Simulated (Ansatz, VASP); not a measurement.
## Te: VASP beside Ansatz

```
Te
1.0
     3.13260    0.00000    0.00000
     0.00000    3.13260    0.00000
     0.00000    0.00000    3.13260
Te
1
Direct
  0.00000 0.00000 0.00000
```

Alike in both runs: task single point; functional LDA; k mesh 11 × 11 × 11; occupations fermi-dirac, width 0.1 eV; no spin polarisation.

|  | VASP | Ansatz |
| --- | --- | --- |
| version | VASP 6.6.1 | Ansatz 0.2.0 |
| potentials or method | VASP PAW LDA potentials, release 64 (Te), cutoff 520 eV | plane waves (420 eV) with PAW, scalar-relativistic |
| valence electrons in the cell | 6 | 16 |

Ansatz gave:

| Property | Result |
| --- | --- |
| pressure (GPa) | 0.0 |

Question: Estimate VASP's values.

Answer: Pressure (GPa): 0.1.

Ansatz warns that its potentials were made for another functional, while VASP's fit it. LDA's correlation is that of Perdew and Zunger in VASP and of Perdew and Wang (1992) in Ansatz. VASP's potentials hold 6 valence electrons a cell and Ansatz's 16, so a difference there can come from the potentials and not from the codes.

Spin-orbit coupling is off throughout.
